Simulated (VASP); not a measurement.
Crystal: W.

```
CELL_PARAMETERS angstrom
-1.58516 1.58516 1.58516
1.58516 -1.58516 1.58516
1.58516 1.58516 -1.58516
ATOMIC_POSITIONS crystal
W 0.00000 0.00000 0.00000
```

| Property | Result |
| --- | --- |
| Program | VASP 6.6.1 |
| Task | relaxation of cell and atoms |
| Functional | PBE |
| Potentials or basis | VASP PAW PBE potentials, release 64 (W_sv) |
| Cutoff | 600 eV |
| k mesh | 18 × 18 × 18 |
| Occupations | gaussian, width 0.1 eV |
| Spin | no spin polarisation |

At the start: pressure 4.5 GPa; volume 15.93 Å³/atom.

**Question.** Where does the relaxation end?

**Answer.** Over 4 steps the energy falls by 3.2 meV/atom and the volume is 16.16 Å³/atom (+1.4 %); space group Im-3m (No. 229, to 0.05 Å).

The path:
```tsv
step	energy change (eV)	largest force (eV/Å)	pressure (GPa)	volume (Å³)
1	0.0000	0.0000	4.54	15.93
2	0.0345	0.0000	-13.76	17.00
3	-0.0032	0.0000	-0.10	16.17
4	-0.0032	0.0000	-0.02	16.16
```

Final structure:
```
CELL_PARAMETERS angstrom
-1.59270 1.59270 1.59270
1.59270 -1.59270 1.59270
1.59270 1.59270 -1.59270
ATOMIC_POSITIONS crystal
W 0.00000 0.00000 0.00000
```
